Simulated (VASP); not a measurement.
Write the native input for VASP 6.6.1 that does the following.

| Item | Value |
| --- | --- |
| Task | single point |
| Functional | r2SCAN |
| Potentials or basis | VASP PAW PBE potentials, release 64 (Cs_sv, Cl) |
| Cutoff | 550 eV |
| k mesh | 6 × 6 × 6 |
| Occupations | fermi-dirac, width 0.1 eV |
| Spin | no spin polarisation |
| Dipole correction | no |
| Further INCAR settings | ALGO = Normal; EDIFF = 1e-06; NBANDS = 15 |

CsCl:

```xyz
2
Lattice="4.1516 0.0000 0.0000 0.0000 4.1516 0.0000 0.0000 0.0000 4.1516" Properties=species:S:1:pos:R:3 pbc="T T T"
Cs    0.0000    0.0000    0.0000
Cl    2.0758    2.0758    2.0758
```

These files were run (other wordings do the same):

POSCAR

```
CsCl
1.0
    4.1516170000      0.0000000000      0.0000000000
    0.0000000000      4.1516170000      0.0000000000
    0.0000000000      0.0000000000      4.1516170000
Cs Cl
1 1
Direct
    0.0000000000      0.0000000000      0.0000000000
    0.5000000000      0.5000000000      0.5000000000
```

INCAR.step1

```
SYSTEM = CsCl
ALGO     = Normal         ! electronic algorithm
EDIFF    = 1E-5           ! SCF threshold, eV
ENCUT    = 550            ! plane-wave cutoff, eV
GGA      = PE             ! functional
GGA_COMPAT= .FALSE.      
ISMEAR   = -1             ! smearing method
LASPH    = .TRUE.         ! aspherical terms in the spheres
LCHARG   = .FALSE.        ! write CHGCAR
LREAL    = .FALSE.        ! projectors in reciprocal space
LWAVE    = .TRUE.         ! write WAVECAR
NBANDS   = 15             ! bands
NELM     = 120            ! most SCF steps
PREC     = Accurate       ! precision mode
SIGMA    = 0.1            ! smearing width, eV
```

INCAR.step2

```
SYSTEM = CsCl
ALGO     = Normal         ! electronic algorithm
EDIFF    = 1E-6           ! SCF threshold, eV
ENCUT    = 550            ! plane-wave cutoff, eV
GGA_COMPAT= .FALSE.      
ISIF     = 2              ! what is computed and relaxed
ISMEAR   = -1             ! smearing method
ISTART   = 1            
LASPH    = .TRUE.         ! aspherical terms in the spheres
LCHARG   = .FALSE.        ! write CHGCAR
LMIXTAU  = .TRUE.       
LREAL    = .FALSE.        ! projectors in reciprocal space
LWAVE    = .FALSE.        ! write WAVECAR
METAGGA  = R2SCAN         ! meta-GGA
NBANDS   = 15             ! bands
NELM     = 120            ! most SCF steps
PREC     = Accurate       ! precision mode
SIGMA    = 0.1            ! smearing width, eV
```

KPOINTS

```
k-points
0
G
  6 6 6
  0 0 0
```

Potentials or basis: VASP PAW PBE potentials, release 64 (Cs_sv, Cl).

Launch:

```sh
$ cat potpaw_PBE.64/Cs_sv/POTCAR potpaw_PBE.64/Cl/POTCAR > POTCAR
$ cp INCAR.step1 INCAR
$ mpirun -np 1 vasp_std > vasp.out
$ cp INCAR.step2 INCAR
$ mpirun -np 1 vasp_std > vasp.out
```

Results of the run:

```json
{"Pressure": "-0.1 GPa", "Band gap on the k mesh": "5.92 eV, direct"}
```

Caveat: the PAW data sets were made with another functional, which shifts forces and pressure a little; spin-orbit coupling is left out, which moves the levels of the heavy elements.

Run time: 89 s on 1 thread of Intel Xeon 8259CL (shared host), peak memory 0.19 GiB.
